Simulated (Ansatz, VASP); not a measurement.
# LiNbO3 in VASP and in Ansatz

```
Li Nb O
1.0
     2.61153    1.50777    4.59826
    -2.61153    1.50777    4.59826
     0.00000   -3.01553    4.59826
Li Nb O
2 2 6
Direct
  0.25000 0.25000 0.25000
  0.75000 0.75000 0.75000
  0.00000 0.00000 0.00000
  0.50000 0.50000 0.50000
  0.13038 0.36962 0.75000
  0.75000 0.13038 0.36962
  0.36962 0.75000 0.13038
  0.86962 0.63038 0.25000
  0.25000 0.86962 0.63038
  0.63038 0.25000 0.86962
```

Alike in both runs: functional PBE; k mesh 6 × 6 × 6; occupations gaussian, width 0.02 eV; no spin polarisation.

Ansatz relaxed the structure, and its values are those at the end. VASP's run is a single point on that final structure, the one shown.

```csv
,VASP,Ansatz
version,VASP 6.6.1,Ansatz 0.2.0
potentials or method,"VASP PAW PBE potentials, release 64 (Li_sv, Nb_sv, O), cutoff 520 eV","scalar-relativistic, plane waves, PAW"
valence electrons in the cell,68,68
```

|  | VASP | Ansatz | Ansatz less VASP |
| --- | --- | --- | --- |
| gap on the k mesh at the Fermi level (eV) | 2.49 | 2.51 | +0.016 |
| least direct gap on the mesh (eV) | 2.61 | 2.63 | +0.012 |
| rms of the force components (eV/Å) | 0.009 | 0.000 | -0.0085 |

Noted on VASP's run: the cutoff is under 1.25 times that of the potentials, so the pressure is a little rough.
